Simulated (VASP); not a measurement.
Runs of VASP 6.6.1 on BN. The structure is cubic, space group Fm-3m (No. 225). The conventional cell has a = 3.492 Å, b = 3.492 Å, c = 3.492 Å, α = 90.00°, β = 90.00°, γ = 90.00°. Within 2.3 Å of B (site symmetry m-3m) lie 6 N at 1.75 Å. Within 2.3 Å of N (site symmetry m-3m) lie 6 B at 1.75 Å. 

| task | level | potentials or basis | k mesh | cutoff (eV) | smearing | grid for exact exchange (PRECFOCK) | screening parameter | share of exact exchange | GW scheme | GW iterations | gap on the mesh (eV) | pressure (GPa) |
| --- | --- | --- | --- | --- | --- | --- | --- | --- | --- | --- | --- | --- |
| single point | HSE06 | VASP PAW PBE potentials, release 64 (B, N) | 6 × 6 × 6 | 520 | methfessel-paxton 0.05 eV | Normal | 0.2079 1/Å | - | - | - | 2.17 | -8.2 |
| single point | PBE-based screened hybrid | VASP PAW PBE potentials, release 64 (B, N) | 6 × 6 × 6 | 520 | gaussian 0.01 eV | Normal | 0.1 1/Å | 0.15 | - | - | 1.98 | -3.9 |
| single point | PBE | VASP PAW PBE potentials, release 64 (B, N) | 4 × 4 × 4 | 600 | gaussian 0.01 eV | - | - | - | - | - | (b) | (a) |
| single point | PBE | VASP PAW PBE potentials, release 64 (B, N) | 8 × 8 × 8 | 600 | methfessel-paxton 0.05 eV | - | - | - | - | - | 1.33 | (c) |
| single point | PBE-based screened hybrid | VASP PAW PBE potentials, release 64 (B, N) | 6 × 6 × 6 | 520 | gaussian 0.01 eV | Normal | 0.3 1/Å | 0.05 | - | - | 1.33 | 1.4 |
| single point | PBE-based screened hybrid | VASP PAW PBE potentials, release 64 (B, N) | 6 × 6 × 6 | 520 | gaussian 0.01 eV | Normal | 0.2078 1/Å | 0.1 | - | - | 1.56 | -1.2 |

Alike in all rows: no spin polarisation; cell a = 2.469 Å, angles 60.0°, 2 atoms.

Fill in the values left out.

(a) 3.4; (b) 1.81; (c) 3.6.

Caveats: some runs use coarse meshes; the PAW data sets were made with another functional, which shifts forces and pressure a little (some runs).

A k mesh can miss the band edges.
